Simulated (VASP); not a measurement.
# MgO (Fm-3m) in VASP: further runs

MgO is run at these levels: PBEsol; tasks: single point, relaxation of cell and atoms.

All numbers are computed with VASP 6.6.1; they aren't measurements. Logs are shortened: lines on timing, memory, paths and dates and some standing lists are left out, and cuts for length are marked.

**Measured values to compare with.**

From “Electronic structure of alkaline earth and post-transition metal oxides”, 2009, arxiv:0908.1581, for a bulk crystal of MgO: band gap 7.83 eV.

The results are compared with them further down.

## 1. The cell of the first run

The structure is cubic, space group Fm-3m (No. 225). The conventional cell has a = 4.215 Å, b = 4.215 Å, c = 4.215 Å, α = 90.00°, β = 90.00°, γ = 90.00°. Mg (site symmetry m-3m) has 6 O at 2.11 Å within 2.8 Å. Within 2.8 Å of O (site symmetry m-3m) lie 6 Mg at 2.11 Å.

## 2. Single point, PBEsol

Input file INCAR:

```
PREC = Accurate
ENCUT = 600
EDIFF = 1E-6
ISMEAR = 0
SIGMA = 0.02
LREAL = F
LASPH = T
NELM = 120
ALGO = Normal
ISIF = 2
LWAVE = F
LCHARG = F
GGA = PS
NBANDS = 11
GGA_COMPAT = F
```

Input file KPOINTS:

```
Automatic mesh
0
Gamma
  8 8 8
```

Input file POSCAR:

```
MgO
1.0
    0.0000000000      2.1074458598      2.1074458598
    2.1074458598      0.0000000000      2.1074458598
    2.1074458598      2.1074458598      0.0000000000
Mg O
1 1
Direct
    0.0000000000      0.0000000000      0.0000000000
    0.5000000000      0.5000000000      0.5000000000
```

Potentials or basis: VASP PAW PBE potentials, release 64 (Mg, O).

On the command line:

```console
> cat potpaw_PBE.64/Mg/POTCAR potpaw_PBE.64/O/POTCAR > POTCAR
> mpirun -np 1 vasp_std > vasp.out
```

OUTCAR:

```text
PREC = Accurate
   ENCUT = 600
   EDIFF = 1E-6
   ISMEAR = 0
   LREAL = F
   LASPH = T
   NELM = 120
   ISIF = 2
   GGA = PS

 ion  position               nearest neighbor table
   1  0.000  0.000  0.000-   2 2.11   2 2.11   2 2.11   2 2.11   2 2.11   2 2.11
   2  0.500  0.500  0.500-   1 2.11   1 2.11   1 2.11   1 2.11   1 2.11   1 2.11

  LATTYP: Found a face centered cubic cell.
 ALAT       =     4.2148917196

  Lattice vectors:

 A1 = (   0.0000000000,   2.1074458598,   2.1074458598)
 A2 = (   2.1074458598,   0.0000000000,   2.1074458598)
 A3 = (   2.1074458598,   2.1074458598,   0.0000000000)

Analysis of symmetry for initial positions (statically):
=====================================================================
 Subroutine PRICEL returns:
 Original cell was already a primitive cell.

 Routine SETGRP: Setting up the symmetry group for a
 face centered cubic supercell.

 Subroutine GETGRP returns: Found 48 space group operations
 (whereof 48 operations were pure point group operations)
 out of a pool of 48 trial point group operations.

The static configuration has the point symmetry O_h .

Analysis of symmetry for dynamics (positions and initial velocities):
=====================================================================
 Subroutine PRICEL returns:
 Original cell was already a primitive cell.

 Routine SETGRP: Setting up the symmetry group for a
 face centered cubic supercell.

 Subroutine GETGRP returns: Found 48 space group operations
 (whereof 48 operations were pure point group operations)
 out of a pool of 48 trial point group operations.

The dynamic configuration has the point symmetry O_h .

 Subroutine INISYM returns: Found 48 space group operations
 (whereof 48 operations are pure point group operations),
 and found     1 'primitive' translations

----------------------------------------------------------------------------------------

                                     Primitive cell

  volume of cell :      18.7197

  direct lattice vectors                    reciprocal lattice vectors
     0.000000000  2.107445860  2.107445860    -0.237254019  0.237254019  0.237254019
     2.107445860  0.000000000  2.107445860     0.237254019 -0.237254019  0.237254019
     2.107445860  2.107445860  0.000000000     0.237254019  0.237254019 -0.237254019

  length of vectors
     2.980378517  2.980378517  2.980378517     0.410936015  0.410936015  0.410936015

  position of ions in fractional coordinates (direct lattice)
     0.000000000  0.000000000  0.000000000
     0.500000000  0.500000000  0.500000000

  ion indices of the primitive-cell ions
   primitive index   ion index
                 1           1
                 2           2

----------------------------------------------------------------------------------------

 KPOINTS: Automatic mesh

Automatic generation of k-mesh.
 Grid dimensions read from file:
 generate k-points for:    8    8    8

 Generating k-lattice:

  Cartesian coordinates                     Fractional coordinates (reciprocal lattice)
    -0.029656752  0.029656752  0.029656752     0.125000000  0.000000000  0.000000000
     0.029656752 -0.029656752  0.029656752     0.000000000  0.125000000  0.000000000
     0.029656752  0.029656752 -0.029656752     0.000000000  0.000000000  0.125000000

  Length of vectors
     0.051367002  0.051367002  0.051367002

  Shift w.r.t. Gamma in fractional coordinates (k-lattice)
     0.000000000  0.000000000  0.000000000

 Subroutine IBZKPT returns following result:
 ===========================================

 Found     29 irreducible k-points:

 Following reciprocal coordinates:
            Coordinates               Weight
  0.000000  0.000000  0.000000      1.000000
  0.125000  0.000000  0.000000      8.000000
  0.250000  0.000000  0.000000      8.000000
  0.375000  0.000000  0.000000      8.000000
  0.500000  0.000000  0.000000      4.000000
  0.125000  0.125000  0.000000      6.000000
[... 16 lines left out ...]
  0.500000  0.250000  0.125000     48.000000
 -0.375000  0.250000  0.125000     24.000000
 [... further k-points ...]
   k-points           NKPTS =     29   k-points in BZ     NKDIM =     29   number of bands    NBANDS=     11
   number of dos      NEDOS =    301   number of ions     NIONS =      2
   total plane-waves  NPLWV =  13824
   dimension x,y,z NGX =    24 NGY =   24 NGZ =   24
   dimension x,y,z NGXF=    48 NGYF=   48 NGZF=   48
   ions per type =               1   1
   NGX,Y,Z   is equivalent  to a cutoff of  13.39, 13.39, 13.39 a.u.
   NGXF,Y,Z  is equivalent  to a cutoff of  26.77, 26.77, 26.77 a.u.
 SYSTEM =  unknown system
   PREC   = accura    normal or accurate (medium, high low for compatibility)
   ISTART =      0    job   : 0-new  1-cont  2-samecut
   ICHARG =      2    charge: 1-file 2-atom 10-const
   ISPIN  =      1    spin polarized calculation?
   LNONCOLLINEAR =      F non collinear calculations
   LSORBIT =      F    spin-orbit coupling
   LASPH  =      T    aspherical Exc in radial PAW
   ENCUT  =  600.0 eV  44.10 Ry    6.64 a.u.   5.95  5.95  5.95*2*pi/ulx,y,z
   NELM   =    120;   NELMIN=  2; NELMDL= -5     # of ELM steps
   EDIFF  = 0.1E-05   stopping-criterion for ELM
   LREAL  =      F    real-space projection
[... 7 lines left out ...]
   TEBEG  =    0.0;   TEEND  =   0.0 temperature during run
   PSTRESS=    0.0 pullay stress
   NELECT =       8.0000    total number of electrons
   NUPDOWN=      -1.0000    fix difference up-down
   EMIN   =  10.00;   EMAX   =-10.00  energy-range for DOS
   EFERMI =   0.00;   METHOD = LEGACY
   ISMEAR =     0;   SIGMA  =   0.02  broadening in eV -4-tet -1-fermi 0-gaus
   EFERMI_NEDOS =   21; number of points for ismear=-14 and -15
   IALGO  =     38    algorithm
   IMIX   =      4    mixing-type and parameters
     AMIX     =   0.40;   BMIX     =  1.00
     AMIX_MAG =   1.60;   BMIX_MAG =  1.00
  volume/ion in A,a.u.               =       9.36        63.16
  Fermi-wavevector in a.u.,A,eV,Ry     =   1.233119  2.330257 20.688788  1.520583
  Thomas-Fermi vector in A             =   2.367862
   LORBIT       =      0    0 simple, 1 ext, 2 COOP (PROOUT), +10 PAW based schemes
   GGA     = PS    functional components
   LHFCALC =     F    Hartree Fock is set to
   AEXX    =    0.0000 exact exchange contribution
   IVDW    =     0    specifies the selected vdW correction
   LEPSILON=     F    determine dielectric tensor
   LRPA    =     F    only Hartree local field effects (RPA)
 non-spin polarized calculation
 Gauss-broadening in eV      SIGMA  =   0.02
  energy-cutoff  :      600.00
  volume of cell :       18.72
 maximum number of plane-waves:       637
   NGX = 11   NGY = 11   NGZ = 11

 number of electron       8.0000005 magnetization

 Free energy of the ion-electron system (eV)
  ---------------------------------------------------
  ext. energy  EPLUGINS =         0.00000000
  ---------------------------------------------------
  free energy    TOTEN  =       -12.51537400 eV

  energy without entropy =      -12.51537400  energy(sigma->0) =      -12.51537400

 E-fermi :   3.2275     XC(G=0): -11.3002

 val. band max:        3.0504423827   @ k =   0.0000   0.0000   0.0000
 cond. band min:       7.6665688782   @ k =   0.0000   0.0000   0.0000
 fundamental gap:      4.6161264955
 Fermi energy:         3.2275289630

 k-point     1 :       0.0000    0.0000    0.0000
  band No.  band energies     occupation
      1     -14.1442      2.00000
      2       3.0504      2.00000
      3       3.0504      2.00000
      4       3.0504      2.00000
      5       7.6666      0.00000
      6      18.6734      0.00000
      7      18.6734      0.00000
      8      18.6734      0.00000
      9      22.5102      0.00000
     10      24.3918      0.00000
     11      24.3918      0.00000

 k-point     2 :       0.1250    0.0000    0.0000
  band No.  band energies     occupation
      1     -13.9785      2.00000
      2       2.0809      2.00000
      3       2.9459      2.00000
      4       2.9459      2.00000
      5       8.5875      0.00000
      6      16.9821      0.00000
      7      19.0335      0.00000
      8      19.0335      0.00000
      9      23.4246      0.00000
     10      23.4246      0.00000
     11      24.7032      0.00000

 k-point     3 :       0.2500    0.0000    0.0000
  band No.  band energies     occupation
      1     -13.5472      2.00000
      2       0.3584      2.00000
      3       2.7055      2.00000
      4       2.7056      2.00000
      5      10.0216      0.00000
      6      15.4517      0.00000
      7      19.5370      0.00000
      8      19.5370      0.00000
      9      23.0246      0.00000
     10      23.0246      0.00000
     11      24.8808      0.00000

 k-point     4 :       0.3750    0.0000    0.0000
  band No.  band energies     occupation
      1     -13.0594      2.00000
      2      -1.0642      2.00000
      3       2.4796      2.00000
      4       2.4796      2.00000
      5      10.7024      0.00000
      6      15.2890      0.00000
      7      19.3747      0.00000
      8      19.3747      0.00000
      9      24.0989      0.00000
     10      24.3196      0.00000
     11      24.3196      0.00000
[... 239 lines left out ...]
 k-point    22 :       0.3750    0.2500    0.1250
  band No.  band energies     occupation
      1     -13.2377      2.00000
      2      -0.0018      2.00000
      3       1.8814      2.00000
      4       2.4278      2.00000
      5      11.4326      0.00000
      6      14.3518      0.00000
      7      17.9919      0.00000
      8      20.4405      0.00000
      9      20.9900      0.00000
     10      25.3254      0.00000
     11      28.6999      0.00000

 k-point    23 :       0.5000    0.2500    0.1250
  band No.  band energies     occupation
      1     -12.8531      2.00000
      2      -0.7011      2.00000
      3       1.2973      2.00000
      4       2.1725      2.00000
      5      12.4081      0.00000
      6      14.5459      0.00000
      7      16.8390      0.00000
      8      20.0424      0.00000
      9      22.5614      0.00000
     10      25.2823      0.00000
     11      28.9068      0.00000

 k-point    24 :      -0.3750    0.2500    0.1250
  band No.  band energies     occupation
      1     -12.6817      2.00000
      2      -0.9993      2.00000
      3       1.0870      2.00000
      4       2.0521      2.00000
      5      12.5679      0.00000
      6      15.1110      0.00000
      7      16.4092      0.00000
      8      19.7976      0.00000
      9      23.4040      0.00000
     10      24.9500      0.00000
     11      29.0413      0.00000

 [... further k-points ...]

------------------------ aborting loop because EDIFF is reached ----------------------------------------

  FORCE on cell =-STRESS in cart. coord.  units (eV):
  Direction    XX          YY          ZZ          XY          YZ          ZX
  --------------------------------------------------------------------------------------
  -------------------------------------------------------------------------------------
  Total       -0.0945848     -0.0945848     -0.0945848      0.0000000      0.0000000     -0.0000000
  in kB       -8.0952978     -8.0952978     -8.0952978      0.0000000      0.0000000     -0.0000000
  external PRESSURE =      -8.0952978 kB  Pullay stress =       0.0000000 kB

 VOLUME and BASIS-vectors are now :
 -----------------------------------------------------------------------------
  energy-cutoff  :      600.00
  volume of cell :       18.72
      direct lattice vectors                 reciprocal lattice vectors
     0.000000000  2.107445860  2.107445860    -0.237254019  0.237254019  0.237254019
     2.107445860  0.000000000  2.107445860     0.237254019 -0.237254019  0.237254019
     2.107445860  2.107445860  0.000000000     0.237254019  0.237254019 -0.237254019

 POSITION                                       TOTAL-FORCE (eV/Angst)
 -----------------------------------------------------------------------------------
      0.00000      0.00000      0.00000         0.000000      0.000000     -0.000000
      2.10745      2.10745      2.10745         0.000000     -0.000000      0.000000
 -----------------------------------------------------------------------------------
    total drift:                               -0.000000     -0.000000      0.000000

  FREE ENERGIE OF THE ION-ELECTRON SYSTEM (eV)
  ---------------------------------------------------
  free  energy   TOTEN  =       -12.5153740034 eV

  energy  without entropy=      -12.5153740034  energy(sigma->0) =      -12.51537400
```

It took 7.7 s on 1 thread of Intel Xeon Platinum 8488C (Sapphire Rapids), shared host; peak memory 0.13 GiB.

What came out:

```yaml
Free_energy: -12.5154 eV
Pressure: -0.8 GPa
Band_gap_on_the_k_mesh: 4.62 eV
```

Levels at points of the mesh, in eV from the valence-band top:
| k point | band 1 | band 2 | band 3 | band 4 | band 5 | band 6 | band 7 | band 8 |
| --- | --- | --- | --- | --- | --- | --- | --- | --- |
| (0.00, 0.00, 0.00) | -17.19 | 0.00 | 0.00 | 0.00 | 4.62 | 15.62 | 15.62 | 15.62 |
| (0.50, 0.00, 0.00) | -15.89 | -4.67 | -0.66 | -0.66 | 7.73 | 12.48 | 16.16 | 16.16 |
| (0.50, 0.50, 0.00) | -15.62 | -4.14 | -1.36 | -1.36 | 8.92 | 9.86 | 12.95 | 18.81 |

Caveat: the PAW data sets were made with another functional, which shifts forces and pressure a little.

## 3. Relaxation of cell and atoms, PBEsol

This run uses another cell than the first one, of 9.59 Å³/atom.

Input file INCAR:

```
PREC     = Accurate       # precision mode
ENCUT    = 600            # plane-wave cutoff, eV
EDIFF    = 1E-7           # SCF threshold, eV
ISMEAR   = 0              # smearing method
SIGMA    = 0.02           # smearing width, eV
LREAL    = False          # projectors in reciprocal space
LASPH    = True           # aspherical terms in the spheres
NELM     = 120            # most SCF steps
ALGO     = Normal         # electronic algorithm
ISIF     = 3              # what is computed and relaxed
LWAVE    = False          # write WAVECAR
LCHARG   = False          # write CHGCAR
GGA      = PS             # functional
IBRION   = 2              # ionic algorithm
NSW      = 100            # ionic steps
EDIFFG   = -0.002         # ionic threshold
GGA_COMPAT= False        
NELMIN   = 4
```

KPOINTS is that of step 2.

Input file POSCAR:

```
MgO
1.0
    0.0000000000      2.1245000000      2.1245000000
    2.1245000000      0.0000000000      2.1245000000
    2.1245000000      2.1245000000      0.0000000000
Mg O
1 1
Direct
    0.0000000000      0.0000000000      0.0000000000
    0.5000000000      0.5000000000      0.5000000000
```

Potentials or basis: VASP PAW PBE potentials, release 64 (Mg, O).

On the command line:

```console
> cat potpaw_PBE.64/Mg/POTCAR potpaw_PBE.64/O/POTCAR > POTCAR
> mpirun -np 1 vasp_std > vasp.out
```

OUTCAR:

```text
PREC = Accurate
   ENCUT = 600
   EDIFF = 1E-7
   ISMEAR = 0
   LREAL = False
   LASPH = True
   NELM = 120
   ISIF = 3
   GGA = PS
   IBRION = 2
   NSW = 100
   EDIFFG = -0.002
   NELMIN = 4

 ion  position               nearest neighbor table
   1  0.000  0.000  0.000-   2 2.12   2 2.12   2 2.12   2 2.12   2 2.12   2 2.12
   2  0.500  0.500  0.500-   1 2.12   1 2.12   1 2.12   1 2.12   1 2.12   1 2.12

  LATTYP: Found a face centered cubic cell.
 ALAT       =     4.2490000000

  Lattice vectors:

 A1 = (   0.0000000000,   2.1245000000,   2.1245000000)
 A2 = (   2.1245000000,   0.0000000000,   2.1245000000)
 A3 = (   2.1245000000,   2.1245000000,   0.0000000000)

Analysis of symmetry for initial positions (statically):
=====================================================================
 Subroutine PRICEL returns:
[... 258 lines left out ...]
 fundamental gap:      4.6667787775
 Fermi energy:         3.2779253745

 k-point     1 :       0.0000    0.0000    0.0000
  band No.  band energies     occupation
      1     -14.1324      2.00000
      2       3.0887      2.00000
      3       3.0887      2.00000
      4       3.0887      2.00000
      5       7.7555      0.00000
      6      18.7411      0.00000
      7      18.7411      0.00000
      8      18.7411      0.00000
[... 243 lines left out ...]
 k-point    24 :      -0.3750    0.2500    0.1250
  band No.  band energies     occupation
      1     -12.6553      2.00000
      2      -0.9813      2.00000
      3       1.1138      2.00000
      4       2.0835      2.00000
      5      12.6431      0.00000
      6      15.1984      0.00000
      7      16.5036      0.00000
      8      19.8996      0.00000

 [... further k-points ...]

------------------------ aborting loop because EDIFF is reached ----------------------------------------

  FORCE on cell =-STRESS in cart. coord.  units (eV):
  Direction    XX          YY          ZZ          XY          YZ          ZX
  --------------------------------------------------------------------------------------
  -------------------------------------------------------------------------------------
  Total        0.0006772      0.0006772      0.0006772      0.0000000      0.0000000      0.0000000
  in kB        0.0582616      0.0582616      0.0582616      0.0000000      0.0000000      0.0000000
  external PRESSURE =       0.0582616 kB  Pullay stress =       0.0000000 kB
[... 17 lines left out ...]
  FREE ENERGIE OF THE ION-ELECTRON SYSTEM (eV)
  ---------------------------------------------------
  free  energy   TOTEN  =       -12.5165510541 eV

  energy  without entropy=      -12.5165510541  energy(sigma->0) =      -12.51655105

 reached required accuracy - stopping structural energy minimisation
```

Wall time 11 s (1 thread of Intel Xeon Platinum 8488C (Sapphire Rapids), shared host); peak memory 0.14 GiB.

Results:

| Quantity | Value |
| --- | --- |
| Free energy | -12.5166 eV |
| Relaxed volume | 9.31 Å³/atom |
| Relaxed cell | a = 2.975 Å, b = 2.975 Å, c = 2.975 Å, α = 60.00°, β = 60.00°, γ = 60.00° |
| Space group after relaxing (to 0.1 Å) | Fm-3m (No. 225) |
| Energy gained by relaxing | 3.9 meV/atom |
| Ionic steps | 3 |
| Pressure after relaxing | 0.0 GPa |
| Band gap on the k mesh | 4.67 eV |

The path:
```
step  energy change (eV)  largest force (eV/Å)  pressure (GPa)  volume (Å³)
   1              0.0000                0.0000           -4.43        19.18
   2             -0.0071                0.0000            1.52        18.45
   3             -0.0079                0.0000            0.01        18.62
```

Final structure:
```yaml
crystal:
  lattice:
    - [0.00000, 2.10381, 2.10381]
    - [2.10381, 0.00000, 2.10381]
    - [2.10381, 2.10381, 0.00000]
  atoms:
    - { symbol: Mg, position: [0.00000, 0.00000, 0.00000] }
    - { symbol: O, position: [0.50000, 0.50000, 0.50000] }
```

Caveat: the PAW data sets were made with another functional, which shifts forces and pressure a little.

## 4. Against experiment

Step 2. A measured gap of MgO is 7.83 eV (quoted in “Electronic structure of alkaline earth and post-transition metal oxides”, 2009, arxiv:0908.1581); the calculated 4.62 eV misses it by -3.21 eV. The value is that of PBEsol, without temperature or zero-point motion. Semilocal functionals fall short of measured gaps as a rule.
